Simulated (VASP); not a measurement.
Set up this calculation in VASP 6.6.1, as the native input.

```
Task                   : single point
Functional             : LDA
Potentials or basis    : VASP PAW LDA potentials, release 64 (V_sv, Os)
Cutoff                 : 520 eV
k mesh                 : 11 × 11 × 11
Occupations            : fermi-dirac, width 0.1 eV
Spin                   : collinear spin, ferromagnetic start
Starting moments       : [0.95, 0.08] μB
Fixed moment           : 1.1 μB
Dipole correction      : no
Further INCAR settings : ALGO = Normal; EDIFF = 1e-07; NBANDS = 22
```

The structure of VOs lies in POSCAR:

```
VOs
1.0
    3.0165740000      0.0000000000      0.0000000000
    0.0000000000      3.0165740000      0.0000000000
    0.0000000000      0.0000000000      3.0165740000
V Os
1 1
Direct
    0.0000000000      0.0000000000      0.0000000000
    0.5000000000      0.5000000000      0.5000000000
```

One way to write it, as run:

INCAR

```
PREC = Accurate ; ENCUT = 520
EDIFF = 1E-7 ; ISMEAR = -1
SIGMA = 0.1 ; LREAL = False
LASPH = True ; NELM = 150
ALGO = Normal ; ISIF = 2
LWAVE = False ; LCHARG = False
ISPIN = 2 ; MAGMOM = 0.95 0.08
LORBIT = 11 ; NUPDOWN = 1.1
LMAXMIX = 4 ; NBANDS = 22
```

KPOINTS

```
regular mesh
0
Gamma
  11 11 11
```

Potentials or basis: VASP PAW LDA potentials, release 64 (V_sv, Os).

Command:

```bash
$ cat potpaw_LDA.64/V_sv/POTCAR potpaw_LDA.64/Os/POTCAR > POTCAR
$ mpirun -np 1 vasp_std > vasp.out
```

Results of the run:

```
Pressure                                              : -11.0 GPa
Net moment                                            : 1.10 μB per cell
Site moments                                          : V +0.89; Os +0.11 μB
Valence electrons inside the program's atomic spheres : V 11.66; Os 7.55
```

Caveat: the total moment is fixed, so each spin has its own Fermi level.

Run time: 24 s on 1 thread of Intel(R) Xeon(R) 6975P-C (Granite Rapids) (shared host), peak memory 0.16 GiB.
